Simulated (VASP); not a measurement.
# BN (P3m1) in VASP: notebook

Runs on BN. Level: r2SCAN. Tasks: single point.

All numbers are computed with VASP 6.6.1; they aren't measurements. Logs are shortened: lines on timing, memory, paths and dates and some standing lists are left out, and cuts for length are marked.

## (1) The cell of the first run

It takes space group P3m1 (No. 156, trigonal). The conventional cell has a = 2.554 Å, b = 2.554 Å, c = 4.227 Å, α = 90.00°, β = 90.00°, γ = 120.00°. B (site symmetry 3m) has 4 N at 1.53 to 1.58 Å within 2.0 Å. Within 2.1 Å of B (site symmetry 3m) lie 4 N at 1.57 to 1.58 Å. N (site symmetry 3m) has 4 B at 1.53 to 1.57 Å within 2.0 Å. N (site symmetry 3m) has 4 B at 1.58 Å within 2.1 Å.

## (2) Single point, r2SCAN (atom 1 (B) moved -0.050 Å along Cartesian [0 0 1])

Contents of POSCAR:

```
BN
1.0
    2.5539396017      0.0000000000      0.0000000000
   -1.2769698009      2.2117765748      0.0000000000
    0.0000000000      0.0000000000      4.2268550000
B N
2 2
Direct
    0.6666666667      0.3333333333      0.9878948741
    0.3333333333      0.6666666667      0.4997240000
    0.6666666667      0.3333333333      0.6252760000
    0.3333333333      0.6666666667      0.1252760000
```

Contents of INCAR.step1:

```
SYSTEM = BN
PREC     = Accurate       ! precision mode
ENCUT    = 1460           ! plane-wave cutoff, eV
ISMEAR   = 0              ! smearing method
SIGMA    = 0.05           ! smearing width, eV
LREAL    = .FALSE.        ! projectors in reciprocal space
LASPH    = .TRUE.         ! aspherical terms in the spheres
NELM     = 120            ! most SCF steps
NBANDS   = 16             ! bands
GGA      = PE             ! functional
ALGO     = Normal         ! electronic algorithm
EDIFF    = 1E-5           ! SCF threshold, eV
LWAVE    = .TRUE.         ! write WAVECAR
LCHARG   = .FALSE.        ! write CHGCAR
GGA_COMPAT= .FALSE.
```

Contents of INCAR.step2:

```
SYSTEM = BN
PREC     = Accurate       ! precision mode
ENCUT    = 1460           ! plane-wave cutoff, eV
EDIFF    = 1E-6           ! SCF threshold, eV
ISMEAR   = 0              ! smearing method
SIGMA    = 0.05           ! smearing width, eV
LREAL    = .FALSE.        ! projectors in reciprocal space
LASPH    = .TRUE.         ! aspherical terms in the spheres
NELM     = 120            ! most SCF steps
ALGO     = Normal         ! electronic algorithm
ISIF     = 2              ! what is computed and relaxed
LWAVE    = .FALSE.        ! write WAVECAR
LCHARG   = .FALSE.        ! write CHGCAR
METAGGA  = R2SCAN         ! meta-GGA
LMIXTAU  = .TRUE.       
NBANDS   = 16             ! bands
ISTART   = 1            
GGA_COMPAT= .FALSE.
```

Contents of KPOINTS:

```
Automatic mesh
0
G
  12 12 6
  0 0 0
```

Potentials or basis: VASP PAW PBE potentials, release 64 (B_h, N_h).

Launch:

```sh
$ cat potpaw_PBE.64/B_h/POTCAR potpaw_PBE.64/N_h/POTCAR > POTCAR
$ cp INCAR.step1 INCAR
$ mpirun -np 1 vasp_std > vasp.out
$ cp INCAR.step2 INCAR
$ mpirun -np 1 vasp_std > vasp.out
```

OUTCAR:

```text
SYSTEM = BN
   PREC = Accurate
   ENCUT = 1460
   EDIFF = 1E-6
   ISMEAR = 0
   LREAL = .FALSE.
   LASPH = .TRUE.
   NELM = 120
   ISIF = 2
   METAGGA = R2SCAN
   ISTART = 1

 ion  position               nearest neighbor table
   1  0.667  0.333  0.988-
   2  0.333  0.667  0.500-
   3  0.667  0.333  0.625-
   4  0.333  0.667  0.125-

  LATTYP: Found a hexagonal cell.
 ALAT       =     2.5539396017
 C/A-ratio  =     1.6550332659

  Lattice vectors:

 A1 = (   2.5539396017,   0.0000000000,   0.0000000000)
 A2 = (  -1.2769698009,   2.2117765748,   0.0000000000)
 A3 = (   0.0000000000,   0.0000000000,   4.2268550000)

Analysis of symmetry for initial positions (statically):
=====================================================================
 Subroutine PRICEL returns:
 Original cell was already a primitive cell.

 Routine SETGRP: Setting up the symmetry group for a
 hexagonal supercell.

 Subroutine GETGRP returns: Found  6 space group operations
 (whereof  6 operations were pure point group operations)
 out of a pool of 24 trial point group operations.

The static configuration has the point symmetry C_3v.

Analysis of symmetry for dynamics (positions and initial velocities):
=====================================================================
 Subroutine PRICEL returns:
 Original cell was already a primitive cell.

 Routine SETGRP: Setting up the symmetry group for a
 hexagonal supercell.

 Subroutine GETGRP returns: Found  6 space group operations
 (whereof  6 operations were pure point group operations)
 out of a pool of 24 trial point group operations.

The dynamic configuration has the point symmetry C_3v.

 Subroutine INISYM returns: Found  6 space group operations
 (whereof  6 operations are pure point group operations),
 and found     1 'primitive' translations

----------------------------------------------------------------------------------------

                                     Primitive cell

  volume of cell :      23.8764

  direct lattice vectors                    reciprocal lattice vectors
     2.553939602  0.000000000  0.000000000     0.391551938  0.226062617  0.000000000
    -1.276969801  2.211776575  0.000000000     0.000000000  0.452125233  0.000000000
     0.000000000  0.000000000  4.226855000     0.000000000  0.000000000  0.236582518

  length of vectors
     2.553939602  2.553939602  4.226855000     0.452125233  0.452125233  0.236582518

  position of ions in fractional coordinates (direct lattice)
     0.666666667  0.333333333  0.987894874
     0.333333333  0.666666667  0.499724000
     0.666666667  0.333333333  0.625276000
     0.333333333  0.666666667  0.125276000

  ion indices of the primitive-cell ions
   primitive index   ion index
                 1           1
                 2           2
                 3           3
                 4           4

----------------------------------------------------------------------------------------

 KPOINTS: Automatic mesh

Automatic generation of k-mesh.
 Grid dimensions read from file:
 generate k-points for:   12   12    6

 Generating k-lattice:

  Cartesian coordinates                     Fractional coordinates (reciprocal lattice)
     0.032629328  0.018838551  0.000000000     0.083333333  0.000000000  0.000000000
     0.000000000  0.037677103  0.000000000     0.000000000  0.083333333  0.000000000
     0.000000000  0.000000000  0.039430420     0.000000000  0.000000000  0.166666667

  Length of vectors
     0.037677103  0.037677103  0.039430420

  Shift w.r.t. Gamma in fractional coordinates (k-lattice)
     0.000000000  0.000000000  0.000000000

 Subroutine IBZKPT returns following result:
 ===========================================

 Found    100 irreducible k-points:

 Following reciprocal coordinates:
            Coordinates               Weight
  0.000000  0.000000  0.000000      1.000000
  0.083333  0.000000  0.000000      6.000000
  0.166667  0.000000  0.000000      6.000000
  0.250000  0.000000  0.000000      6.000000
  0.333333  0.000000  0.000000      6.000000
  0.416667  0.000000  0.000000      6.000000
[... 16 lines left out ...]
  0.166667  0.000000  0.166667      6.000000
  0.000000  0.166667  0.166667      6.000000
 [... further k-points ...]
   k-points           NKPTS =    100   k-points in BZ     NKDIM =    100   number of bands    NBANDS=     16
   number of dos      NEDOS =    301   number of ions     NIONS =      4
   total plane-waves  NPLWV =  55296
   dimension x,y,z NGX =    32 NGY =   32 NGZ =   54
   dimension x,y,z NGXF=    64 NGYF=   64 NGZF=  108
   ions per type =               2   2
   NGX,Y,Z   is equivalent  to a cutoff of  20.83, 20.83, 21.24 a.u.
   NGXF,Y,Z  is equivalent  to a cutoff of  41.66, 41.66, 42.48 a.u.
 SYSTEM =  BN
   PREC   = accura    normal or accurate (medium, high low for compatibility)
   ISTART =      1    job   : 0-new  1-cont  2-samecut
   ICHARG =      0    charge: 1-file 2-atom 10-const
   ISPIN  =      1    spin polarized calculation?
   LNONCOLLINEAR =      F non collinear calculations
   LSORBIT =      F    spin-orbit coupling
   LASPH  =      T    aspherical Exc in radial PAW
   ENCUT  = 1460.0 eV 107.31 Ry   10.36 a.u.   7.96  7.96 13.17*2*pi/ulx,y,z
   NELM   =    120;   NELMIN=  2; NELMDL=  0     # of ELM steps
   EDIFF  = 0.1E-05   stopping-criterion for ELM
   LREAL  =      F    real-space projection
   EDIFFG = 0.1E-04   stopping-criterion for IOM
   NSW    =      0    number of steps for IOM
   IBRION =     -1    ionic relax: 0-MD 1-quasi-New 2-CG
   NFREE  =      0    steps in history (QN), initial steepest desc. (CG)
   ISIF   =      2    stress and relaxation
   ISYM   =      2    0-nonsym 1-usesym 2-fastsym
   POTIM  = 0.5000    time-step for ionic-motion
   TEBEG  =    0.0;   TEEND  =   0.0 temperature during run
   PSTRESS=    0.0 pullay stress
   NELECT =      16.0000    total number of electrons
   NUPDOWN=      -1.0000    fix difference up-down
   EMIN   =  10.00;   EMAX   =-10.00  energy-range for DOS
   EFERMI =   0.00;   METHOD = LEGACY
   ISMEAR =     0;   SIGMA  =   0.05  broadening in eV -4-tet -1-fermi 0-gaus
   EFERMI_NEDOS =   21; number of points for ismear=-14 and -15
   IALGO  =     38    algorithm
   IMIX   =      4    mixing-type and parameters
     AMIX     =   0.40;   BMIX     =  1.00
     AMIX_MAG =   1.60;   BMIX_MAG =  1.00
  volume/ion in A,a.u.               =       5.97        40.28
  Fermi-wavevector in a.u.,A,eV,Ry     =   1.432600  2.707222 27.923836  2.052344
  Thomas-Fermi vector in A             =   2.552210
   LORBIT       =      0    0 simple, 1 ext, 2 COOP (PROOUT), +10 PAW based schemes
   METAGGA = R2SCAN    functional components
   LHFCALC =     F    Hartree Fock is set to
   AEXX    =    0.0000 exact exchange contribution
   IVDW    =     0    specifies the selected vdW correction
   LEPSILON=     F    determine dielectric tensor
   LRPA    =     F    only Hartree local field effects (RPA)
 non-spin polarized calculation
 Gauss-broadening in eV      SIGMA  =   0.05
  energy-cutoff  :     1460.00
  volume of cell :       23.88
 maximum number of plane-waves:      3050
   NGX = 15   NGY = 15   NGZ = 27

 number of electron      16.0000000 magnetization

 Free energy of the ion-electron system (eV)
  ---------------------------------------------------
  ext. energy  EPLUGINS =         0.00000000
  ---------------------------------------------------
  free energy    TOTEN  =       -38.27792276 eV

  energy without entropy =      -38.27792276  energy(sigma->0) =      -38.27792276

 E-fermi :   9.3272     XC(G=0): -13.6907

 val. band max:        9.1104545951   @ k =   0.0000   0.0000   0.0000
 cond. band min:      14.3983406658   @ k =   0.3333   0.3333   0.0000
 fundamental gap:      5.2878860707
 Fermi energy:         9.3271992838

 k-point     1 :       0.0000    0.0000    0.0000
  band No.  band energies     occupation
      1     -12.4224      2.00000
      2      -8.2165      2.00000
      3      -2.3477      2.00000
      4       6.7765      2.00000
      5       6.7765      2.00000
      6       8.3870      2.00000
[... 8 lines left out ...]
     15      21.6994      0.00000
     16      26.2810      0.00000

 k-point     2 :       0.0833    0.0000    0.0000
  band No.  band energies     occupation
      1     -12.2672      2.00000
      2      -8.0973      2.00000
      3      -2.1951      2.00000
      4       6.0573      2.00000
      5       6.4900      2.00000
      6       8.2225      2.00000
[... 8 lines left out ...]
     15      22.1545      0.00000
     16      26.0120      0.00000

 k-point     3 :       0.1667    0.0000    0.0000
  band No.  band energies     occupation
      1     -11.8072      2.00000
      2      -7.7571      2.00000
      3      -1.7434      2.00000
      4       4.3316      2.00000
      5       5.8147      2.00000
      6       6.9919      2.00000
[... 8 lines left out ...]
     15      23.3391      0.00000
     16      25.2730      0.00000

 k-point     4 :       0.2500    0.0000    0.0000
  band No.  band energies     occupation
      1     -11.0622      2.00000
      2      -7.2619      2.00000
      3      -1.0149      2.00000
      4       2.2953      2.00000
      5       5.0554      2.00000
      6       5.1397      2.00000
[... 8 lines left out ...]
     15      24.8743      0.00000
     16      25.4889      0.00000
[... 324 lines left out ...]
 k-point    22 :       0.0000    0.0833    0.1667
  band No.  band energies     occupation
      1     -12.1009      2.00000
      2      -8.6342      2.00000
      3      -1.3616      2.00000
      4       6.1749      2.00000
      5       6.6125      2.00000
      6       7.3589      2.00000
[... 8 lines left out ...]
     15      21.8071      0.00000
     16      25.6536      0.00000

 k-point    23 :       0.1667    0.0000    0.1667
  band No.  band energies     occupation
      1     -11.6436      2.00000
      2      -8.2654      2.00000
      3      -0.9655      2.00000
      4       4.4876      2.00000
      5       5.9468      2.00000
      6       6.4259      2.00000
[... 8 lines left out ...]
     15      23.0170      0.00000
     16      25.3618      0.00000

 k-point    24 :       0.0000    0.1667    0.1667
  band No.  band energies     occupation
      1     -11.6436      2.00000
      2      -8.2654      2.00000
      3      -0.9635      2.00000
      4       4.4636      2.00000
      5       5.9474      2.00000
      6       6.4699      2.00000
[... 8 lines left out ...]
     15      22.9741      0.00000
     16      25.1847      0.00000

 [... further k-points ...]

------------------------ aborting loop because EDIFF is reached ----------------------------------------

  FORCE on cell =-STRESS in cart. coord.  units (eV):
  Direction    XX          YY          ZZ          XY          YZ          ZX
  --------------------------------------------------------------------------------------
  -------------------------------------------------------------------------------------
  Total       -0.7214151     -0.7214151     -0.8018085      0.0000000      0.0000000      0.0000000
  in kB      -48.4090535    -48.4090535    -53.8036865      0.0000000      0.0000000      0.0000000
  external PRESSURE =     -50.2072645 kB  Pullay stress =       0.0000000 kB

 VOLUME and BASIS-vectors are now :
 -----------------------------------------------------------------------------
  energy-cutoff  :     1460.00
  volume of cell :       23.88
      direct lattice vectors                 reciprocal lattice vectors
     2.553939602  0.000000000  0.000000000     0.391551938  0.226062617  0.000000000
    -1.276969801  2.211776575  0.000000000     0.000000000  0.452125233  0.000000000
     0.000000000  0.000000000  4.226855000     0.000000000  0.000000000  0.236582518

 POSITION                                       TOTAL-FORCE (eV/Angst)
 -----------------------------------------------------------------------------------
      1.27697      0.73726      4.17569        -0.000000      0.000000      1.916056
     -0.00000      1.47452      2.11226         0.000000     -0.000000     -0.589001
      1.27697      0.73726      2.64295        -0.000000      0.000000     -0.523055
     -0.00000      1.47452      0.52952         0.000000     -0.000000     -0.804000
 -----------------------------------------------------------------------------------
    total drift:                                0.000000      0.000000     -0.007651

  FREE ENERGIE OF THE ION-ELECTRON SYSTEM (eV)
  ---------------------------------------------------
  free  energy   TOTEN  =       -38.2779227557 eV

  energy  without entropy=      -38.2779227557  energy(sigma->0) =      -38.27792276
```

Run time: 4.4 min. Hardware: 1 thread of Intel Xeon Platinum 8375C at 2.90GHz (Ice Lake), shared host; peak memory 0.33 GiB.

Results:

| Quantity | Value |
| --- | --- |
| Free energy | -38.2779 eV |
| Pressure | -5.0 GPa |
| Largest force | 1.916 eV/Å |
| Band gap on the k mesh | 5.29 eV (least direct gap 8.68 eV) |

Forces in eV/Å, atoms in the order of the input:
```
B    0.000  0.000  1.916
B    0.000  0.000 -0.589
N    0.000  0.000 -0.523
N    0.000  0.000 -0.804
```

Stress tensor (GPa, compression positive):
```
-4.84  0.00  0.00
 0.00 -4.84  0.00
 0.00  0.00 -5.38
```

Caveat: the cell differs from its parent crystal (atom 1 (B) moved -0.050 Å along Cartesian [0 0 1]); the cell stands under tension; the PAW data sets were made with another functional, which shifts forces and pressure a little. A k mesh can miss the band edges.

(Continued in part 2 of 2.)
